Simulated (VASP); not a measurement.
Here is a VASP 6.6.1 calculation.

INCAR

```
SYSTEM = CaO
  PREC = Accurate
  ENCUT = 520
  EDIFF = 1E-7
  ISMEAR = -1
  SIGMA = 0.02
  LREAL = .False.
  LASPH = .True.
  NELM = 60
  ALGO = Normal
  ISIF = 2
  LWAVE = .False.
  LCHARG = .False.
  GGA = PE
  NBANDS = 15
```

Contents of KPOINTS:

```
regular mesh
0
Gamma
  8 8 8
  0 0 0
```

File POSCAR:

```
CaO
1.0
    0.0000000000      2.6067317416      2.6758101328
    2.6067317416      0.0000000000      2.6758101328
    2.6067317416      2.6067317416      0.0000000000
Ca O
1 1
Direct
    0.0000000000      0.0000000000      0.0000000000
    0.2500000000      0.2500000000      0.2500000000
```

Potentials or basis: VASP PAW PBE potentials, release 64 (Ca_sv, O).

Run with:

```bash
$ cat potpaw_PBE.64/Ca_sv/POTCAR potpaw_PBE.64/O/POTCAR > POTCAR
$ mpirun -np 1 vasp_std > vasp.out
```

**Question.** What does it give for the band gap on the k mesh?

**Answer.** 3.21 eV (least direct gap 3.80 eV).

**Question.** Predict the pressure.

**Answer.** -0.3 GPa.

Stress tensor (GPa, compression positive):
```
-0.08  0.00  0.00
 0.00 -0.08  0.00
 0.00  0.00 -0.61
```

Caveat: the cell differs from its parent crystal (uniaxial z strain +2.6%); the structure was generated, so it needn't be the stable form of CaO. A k mesh can miss the band edges.
